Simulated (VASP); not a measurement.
# As: single point with PBE

Crystal: As.

```
As
1.0
     0.00000    3.04358    3.53184
     2.33866    0.00000    3.53184
     2.33866    3.04358    0.00000
As
2
Direct
  0.00000 0.00000 0.00000
  0.25000 0.25000 0.25000
```

The cell was built from a structure type or drawn by symmetry, and may not be a known phase.

```yaml
Program: VASP 6.6.1
Task: single point
Functional: PBE
Potentials_or_basis: VASP PAW PBE potentials, release 64 (As)
Cutoff: 500 eV
k_mesh: 16 × 16 × 16
Occupations: gaussian, width 0.1 eV
Spin: no spin polarisation
```

| Item | Value |
| --- | --- |
| Pressure | 0.1 GPa |
| Band gap on the k mesh | zero (bands 5 and 6 overlap by 3.69 eV) |

Stress tensor (GPa, compression positive):
```
0.07 0.00 0.00
0.00 0.14 0.00
0.00 0.00 0.21
```

Levels at points of the mesh, in eV from the Fermi level:
| k point | band 1 | band 2 | band 3 | band 4 | band 5 | band 6 | band 7 | band 8 | band 9 | band 10 |
| --- | --- | --- | --- | --- | --- | --- | --- | --- | --- | --- |
| (0.00, 0.00, 0.00) | -14.06 | -5.82 | -3.39 | -1.74 | -0.62 | 0.29 | 1.57 | 2.30 | 5.63 | 5.68 |
| (0.50, 0.00, 0.00) | -12.42 | -9.52 | -4.01 | -3.15 | -1.88 | 1.88 | 2.38 | 4.46 | 7.78 | 8.23 |
| (0.50, 0.50, 0.00) | -11.55 | -11.55 | -2.80 | -2.80 | 0.72 | 0.72 | 4.36 | 4.36 | 6.49 | 6.49 |
| (0.50, 0.00, 0.50) | -11.02 | -11.02 | -3.64 | -3.64 | -0.52 | -0.52 | 3.46 | 3.46 | 5.95 | 5.95 |
| (0.00, 0.50, 0.50) | -10.51 | -10.51 | -5.19 | -5.19 | -1.34 | -1.34 | 5.59 | 5.59 | 7.94 | 7.94 |

Wall time 9.4 min on 1 thread of Intel Xeon 8259CL, on a shared host, peak memory 0.39 GiB.
